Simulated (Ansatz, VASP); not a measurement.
TaN: VASP beside Ansatz

```
Ta N
1.0
     0.00000    2.24042    2.24042
     2.24042    0.00000    2.24042
     2.24042    2.24042    0.00000
Ta N
1 1
Direct
  0.50000 0.50000 0.50000
  0.00000 0.00000 0.00000
```

Change from the starting cell: volume scaled by 1.04.

Alike in both runs: task single point; functional PBEsol; dispersion D3(BJ); k mesh 10 × 10 × 10; occupations fermi-dirac, width 0.01 eV; no spin polarisation; Hubbard terms Ta d U = 8.0 eV.

|  | VASP | Ansatz |
| --- | --- | --- |
| version | VASP 6.6.1 | Ansatz 0.2.0 |
| potentials or method | VASP PAW PBE potentials, release 64 (Ta_pv, N), cutoff 520 eV | all-electron LAPW, scalar-relativistic |

VASP gave:

* gap on the k mesh at the Fermi level (eV): none
* pressure (GPa): -4.9

Which values does Ansatz return?

gap on the k mesh at the Fermi level (eV): none; pressure (GPa): -19.9.

VASP's potentials were made for PBE, not for PBEsol. The programs project onto different local orbitals, so the same U acts differently, and such runs can settle in different states. A gap of «none» marks a metal or a gap that the smearing closes. Ansatz ran all-electron here, and VASP with PAW potentials.

Neither program's run includes spin-orbit coupling. Noted on Ansatz's run: U is the effective U less J, on atomic orbitals that reach past the spheres.
